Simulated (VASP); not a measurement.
# Mg (P6_3/mmc) in VASP: notebook, part 2 of 2

VASP 6.6.1.

### 5 Relaxation of shape and atoms at fixed volume, PBEsol (volume scaled by 0.920)

Contents of INCAR:

```
ALGO = Normal ; EDIFF = 1E-6
EDIFFG = -0.01 ; ENCUT = 600
GGA = PS ; IBRION = 2
ISIF = 4 ; ISMEAR = 0
LASPH = True ; LCHARG = False
LREAL = False ; LWAVE = False
NELM = 100 ; NSW = 60
PREC = Accurate ; SIGMA = 0.05
```

Contents of KPOINTS:

```
k-points
0
Gamma
  16 16 10
```

Contents of POSCAR:

```
Mg
1.0
    3.0898934931      0.0000000000      0.0000000000
   -1.5449467465      2.6759262600      0.0000000000
    0.0000000000      0.0000000000      5.0095613264
Mg
2
Direct
    0.3333333333      0.6666666667      0.2500000000
    0.6666666667      0.3333333333      0.7500000000
```

Potentials or basis: VASP PAW PBE potentials, release 64 (Mg).

Started as:

```bash
cat potpaw_PBE.64/Mg/POTCAR > POTCAR
mpirun -np 1 vasp_std > vasp.out
```

OUTCAR:

```text
EDIFF = 1E-6
   EDIFFG = -0.01
   ENCUT = 600
   GGA = PS
   IBRION = 2
   ISIF = 4
   ISMEAR = 0
   LASPH = True
   LREAL = False
   NELM = 100
   NSW = 60
   PREC = Accurate

 ion  position               nearest neighbor table
   1  0.333  0.667  0.250-   2 3.08   2 3.08   2 3.08   2 3.08   2 3.08   2 3.08
   2  0.667  0.333  0.750-   1 3.08   1 3.08   1 3.08   1 3.08   1 3.08   1 3.08

  LATTYP: Found a hexagonal cell.
 ALAT       =     3.0898934931
 C/A-ratio  =     1.6212731402

  Lattice vectors:

 A1 = (   3.0898934931,   0.0000000000,   0.0000000000)
 A2 = (  -1.5449467465,   2.6759262600,   0.0000000000)
 A3 = (   0.0000000000,   0.0000000000,   5.0095613264)

Analysis of symmetry for initial positions (statically):
=====================================================================
 Subroutine PRICEL returns:
 Original cell was already a primitive cell.

 Routine SETGRP: Setting up the symmetry group for a
 hexagonal supercell.

 Subroutine GETGRP returns: Found 24 space group operations
 (whereof 12 operations were pure point group operations)
 out of a pool of 24 trial point group operations.

The static configuration has the point symmetry D_3d.
 The point group associated with its full space group is D_6h.

Analysis of symmetry for dynamics (positions and initial velocities):
=====================================================================
 Subroutine PRICEL returns:
 Original cell was already a primitive cell.

 Routine SETGRP: Setting up the symmetry group for a
 hexagonal supercell.

 Subroutine GETGRP returns: Found 24 space group operations
 (whereof 12 operations were pure point group operations)
 out of a pool of 24 trial point group operations.

The dynamic configuration has the point symmetry D_3d.
 The point group associated with its full space group is D_6h.

 Subroutine INISYM returns: Found 24 space group operations
 (whereof 12 operations are pure point group operations),
 and found     1 'primitive' translations

----------------------------------------------------------------------------------------

                                     Primitive cell

  volume of cell :      41.4207

  direct lattice vectors                    reciprocal lattice vectors
     3.089893493  0.000000000  0.000000000     0.323635751  0.186851188  0.000000000
    -1.544946746  2.675926260  0.000000000     0.000000000  0.373702375  0.000000000
     0.000000000  0.000000000  5.009561326     0.000000000  0.000000000  0.199618277

  length of vectors
     3.089893493  3.089893493  5.009561326     0.373702375  0.373702375  0.199618277

  position of ions in fractional coordinates (direct lattice)
     0.333333333  0.666666667  0.250000000
     0.666666667  0.333333333  0.750000000

  ion indices of the primitive-cell ions
   primitive index   ion index
                 1           1
                 2           2

----------------------------------------------------------------------------------------

 KPOINTS: k-points

Automatic generation of k-mesh.
 Grid dimensions read from file:
 generate k-points for:   16   16   10

 Generating k-lattice:

  Cartesian coordinates                     Fractional coordinates (reciprocal lattice)
     0.020227234  0.011678199  0.000000000     0.062500000  0.000000000  0.000000000
     0.000000000  0.023356398  0.000000000     0.000000000  0.062500000  0.000000000
     0.000000000  0.000000000  0.019961828     0.000000000  0.000000000  0.100000000

  Length of vectors
     0.023356398  0.023356398  0.019961828

  Shift w.r.t. Gamma in fractional coordinates (k-lattice)
     0.000000000  0.000000000  0.000000000

 Subroutine IBZKPT returns following result:
 ===========================================

 Found    180 irreducible k-points:

 Following reciprocal coordinates:
            Coordinates               Weight
  0.000000  0.000000  0.000000      1.000000
  0.062500  0.000000  0.000000      6.000000
  0.125000  0.000000  0.000000      6.000000
  0.187500  0.000000  0.000000      6.000000
  0.250000  0.000000  0.000000      6.000000
  0.312500  0.000000  0.000000      6.000000
[... 16 lines left out ...]
  0.187500  0.187500  0.000000      6.000000
  0.250000  0.187500  0.000000     12.000000
 [... further k-points ...]
   k-points           NKPTS =    180   k-points in BZ     NKDIM =    180   number of bands    NBANDS=      6
   number of dos      NEDOS =    301   number of ions     NIONS =      2
   total plane-waves  NPLWV =  31360
   dimension x,y,z NGX =    28 NGY =   28 NGZ =   40
   dimension x,y,z NGXF=    56 NGYF=   56 NGZF=   80
   ions per type =               2
   NGX,Y,Z   is equivalent  to a cutoff of  15.06, 15.06, 13.27 a.u.
   NGXF,Y,Z  is equivalent  to a cutoff of  30.13, 30.13, 26.55 a.u.
 SYSTEM =  unknown system
   PREC   = accura    normal or accurate (medium, high low for compatibility)
   ISTART =      0    job   : 0-new  1-cont  2-samecut
   ICHARG =      2    charge: 1-file 2-atom 10-const
   ISPIN  =      1    spin polarized calculation?
   LNONCOLLINEAR =      F non collinear calculations
   LSORBIT =      F    spin-orbit coupling
   LASPH  =      T    aspherical Exc in radial PAW
   ENCUT  =  600.0 eV  44.10 Ry    6.64 a.u.   6.17  6.17 10.01*2*pi/ulx,y,z
   NELM   =    100;   NELMIN=  2; NELMDL= -5     # of ELM steps
   EDIFF  = 0.1E-05   stopping-criterion for ELM
   LREAL  =      F    real-space projection
   EDIFFG = -.1E-01   stopping-criterion for IOM
   NSW    =     60    number of steps for IOM
   IBRION =      2    ionic relax: 0-MD 1-quasi-New 2-CG
   NFREE  =      1    steps in history (QN), initial steepest desc. (CG)
   ISIF   =      4    stress and relaxation
   ISYM   =      2    0-nonsym 1-usesym 2-fastsym
   POTIM  = 0.5000    time-step for ionic-motion
   TEBEG  =    0.0;   TEEND  =   0.0 temperature during run
   PSTRESS=    0.0 pullay stress
   NELECT =       4.0000    total number of electrons
   NUPDOWN=      -1.0000    fix difference up-down
   EMIN   =  10.00;   EMAX   =-10.00  energy-range for DOS
   EFERMI =   0.00;   METHOD = LEGACY
   ISMEAR =     0;   SIGMA  =   0.05  broadening in eV -4-tet -1-fermi 0-gaus
   EFERMI_NEDOS =   21; number of points for ismear=-14 and -15
   IALGO  =     38    algorithm
   IMIX   =      4    mixing-type and parameters
     AMIX     =   0.40;   BMIX     =  1.00
     AMIX_MAG =   1.60;   BMIX_MAG =  1.00
  volume/ion in A,a.u.               =      20.71       139.76
  Fermi-wavevector in a.u.,A,eV,Ry     =   0.751085  1.419345  7.675435  0.564129
  Thomas-Fermi vector in A             =   1.847985
   LORBIT       =      0    0 simple, 1 ext, 2 COOP (PROOUT), +10 PAW based schemes
   GGA     = PS    functional components
   LHFCALC =     F    Hartree Fock is set to
   AEXX    =    0.0000 exact exchange contribution
   IVDW    =     0    specifies the selected vdW correction
   LEPSILON=     F    determine dielectric tensor
   LRPA    =     F    only Hartree local field effects (RPA)
 conjugate gradient relaxation of ions
 non-spin polarized calculation
 Gauss-broadening in eV      SIGMA  =   0.05
  energy-cutoff  :      600.00
  volume of cell :       41.42
 maximum number of plane-waves:      1404
 NGX is ok and might be reduce to    28
   NGX = 13   NGY = 13   NGZ = 21

 number of electron       4.0000000 magnetization

 Free energy of the ion-electron system (eV)
  ---------------------------------------------------
  ext. energy  EPLUGINS =         0.00000000
  ---------------------------------------------------
  free energy    TOTEN  =        -3.40350884 eV

  energy without entropy =       -3.40256553  energy(sigma->0) =       -3.40303718

 E-fermi :   3.1634     XC(G=0):  -8.8630

 val. band max:        3.1604297258   @ k =   0.3125   0.0000   0.0000
 cond. band min:       3.1801497531   @ k =   0.3125   0.2500   0.2000
 fundamental gap:      0.0197200273
 Fermi energy:         3.1634001719

 k-point     1 :       0.0000    0.0000    0.0000
  band No.  band energies     occupation
      1      -4.2360      2.00000
      2       1.2997      2.00000
      3       1.9288      2.00000
      4      14.6657      0.00000
      5      14.6682      0.00000
      6      14.9962      0.00000
[... 199 lines left out ...]
 k-point    24 :       0.2500    0.1875    0.0000
  band No.  band energies     occupation
      1      -1.2418      2.00000
      2       4.0567      0.00000
      3       4.1968      0.00000
      4       5.3545      0.00000
      5       6.7153      0.00000
      6      10.0370      0.00000

 [... further k-points ...]

------------------------ aborting loop because EDIFF is reached ----------------------------------------

  FORCE on cell =-STRESS in cart. coord.  units (eV):
  Direction    XX          YY          ZZ          XY          YZ          ZX
  --------------------------------------------------------------------------------------
  -------------------------------------------------------------------------------------
  Total        0.9634527      0.9634527      0.9400986      0.0000000      0.0000000      0.0000000
  in kB       37.2669298     37.2669298     36.3635818      0.0000000      0.0000000      0.0000000
  external PRESSURE =      36.9658138 kB  Pullay stress =       0.0000000 kB

 VOLUME and BASIS-vectors are now :
 -----------------------------------------------------------------------------
  energy-cutoff  :      600.00
  volume of cell :       41.42
      direct lattice vectors                 reciprocal lattice vectors
     3.089893493  0.000000000  0.000000000     0.323635751  0.186851188  0.000000000
    -1.544946746  2.675926260  0.000000000     0.000000000  0.373702375  0.000000000
     0.000000000  0.000000000  5.009561326     0.000000000  0.000000000  0.199618277

 POSITION                                       TOTAL-FORCE (eV/Angst)
 -----------------------------------------------------------------------------------
     -0.00000      1.78395      1.25239         0.000000     -0.000000      0.000000
      1.54495      0.89198      3.75717        -0.000000      0.000000      0.000000
 -----------------------------------------------------------------------------------
    total drift:                                0.000000     -0.000000      0.000000

  FREE ENERGIE OF THE ION-ELECTRON SYSTEM (eV)
  ---------------------------------------------------
  free  energy   TOTEN  =        -3.4035088409 eV

  energy  without entropy=       -3.4025655256  energy(sigma->0) =       -3.40303718

 reached required accuracy - stopping structural energy minimisation
```

CONTCAR:

```text
Mg
   1.00000000000000
     3.0898934930999999    0.0000000000000000    0.0000000000000000
    -1.5449467465000000    2.6759262599999998    0.0000000000000000
     0.0000000000000000    0.0000000000000000    5.0095613264000001
  Mg
     2
Direct
     0.3333333332999970    0.6666666667000030    0.2500000000000000
     0.6666666667000030    0.3333333332999970    0.7500000000000000

  0.00000000E+00  0.00000000E+00  0.00000000E+00
  0.00000000E+00  0.00000000E+00  0.00000000E+00
```

Run time: 58 s. Hardware: 1 thread of AMD EPYC 7R13, shared host; peak memory 0.19 GiB.

Results:

| Item | Value |
| --- | --- |
| Free energy | -3.4035 eV |
| Pressure after relaxing | 3.7 GPa |
| Band gap on the k mesh | zero (band 2 reaches 4.17 eV, above the bottom of band 3 at 1.93 eV) |

Final structure:
```cif
data_structure
_symmetry_space_group_name_H-M 'P 1'
_symmetry_Int_Tables_number 1
_cell_length_a 3.0899
_cell_length_b 3.0899
_cell_length_c 5.0096
_cell_angle_alpha 90.000
_cell_angle_beta 90.000
_cell_angle_gamma 120.000
_cell_volume 41.42
loop_
_atom_site_label
_atom_site_type_symbol
_atom_site_fract_x
_atom_site_fract_y
_atom_site_fract_z
_atom_site_occupancy
Mg1 Mg 0.33333 0.66667 0.25000 1
Mg2 Mg 0.66667 0.33333 0.75000 1
```

Caveat: the relaxation stopped at its first step, so nothing moved; the PAW data sets were made with another functional, which shifts forces and pressure a little.

### 6 The runs side by side

| task | cell | k mesh | cutoff (eV) | gap on the mesh (eV) | pressure (GPa) |
| --- | --- | --- | --- | --- | --- |
| single point | a = 2.999, b = 2.999, c = 4.855 Å, angles 90.0, 90.0, 120.0°, 2 atoms | 18 × 18 × 10 | 520 | none | 9.2 |
| relaxation of shape and atoms at fixed volume | relaxed from a = 3.044, b = 3.044, c = 4.936 Å, angles 90.0, 90.0, 120.0°, 2 atoms | 16 × 16 × 10 | 600 | none | 6.2 |
| relaxation of shape and atoms at fixed volume | relaxed from a = 2.851, b = 2.851, c = 4.604 Å, angles 90.0, 90.0, 120.0°, 2 atoms | 18 × 18 × 10 | 600 | none | 23.6 |
| relaxation of shape and atoms at fixed volume | relaxed from a = 3.090, b = 3.090, c = 5.010 Å, angles 90.0, 90.0, 120.0°, 2 atoms | 16 × 16 × 10 | 600 | none | 3.7 |

Alike in all rows: level PBEsol; potentials or basis VASP PAW PBE potentials, release 64 (Mg); no spin polarisation; smearing gaussian 0.05 eV.

Caveats: the PAW data sets were made with another functional, which shifts forces and pressure a little; the relaxation stopped at its first step, so nothing moved (some runs).

Absolute energies hang on the potentials; compare differences alone.
